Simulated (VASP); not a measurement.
Input of a VASP 6.6.1 run:

The input INCAR:

```
SYSTEM = HfN
ALGO = Normal ; EDIFF = 1E-6
ENCUT = 520 ; ISIF = 2
ISMEAR = 0 ; LASPH = .TRUE.
LCHARG = .FALSE. ; LREAL = .FALSE.
LWAVE = .FALSE. ; NBANDS = 14
NELM = 60 ; PREC = Accurate
SIGMA = 0.05
```

KPOINTS

```
k-points
0
G
  10 10 10
  0 0 0
```

Contents of POSCAR:

```
HfN
1.0
    0.0000000000      2.2633053690      2.2633053690
    2.2633053690      0.0000000000      2.2633053690
    2.2633053690      2.2633053690      0.0000000000
Hf N
1 1
Direct
    0.5000000000      0.5000000000      0.5000000000
    0.0000000000      0.0000000000      0.0000000000
```

Potentials or basis: VASP PAW LDA potentials, release 64 (Hf_pv, N).

Launch:

```console
$ cat potpaw_LDA.64/Hf_pv/POTCAR potpaw_LDA.64/N/POTCAR > POTCAR
$ mpirun -np 1 vasp_std > vasp.out
```

Estimate the pressure.

-12.1 GPa.
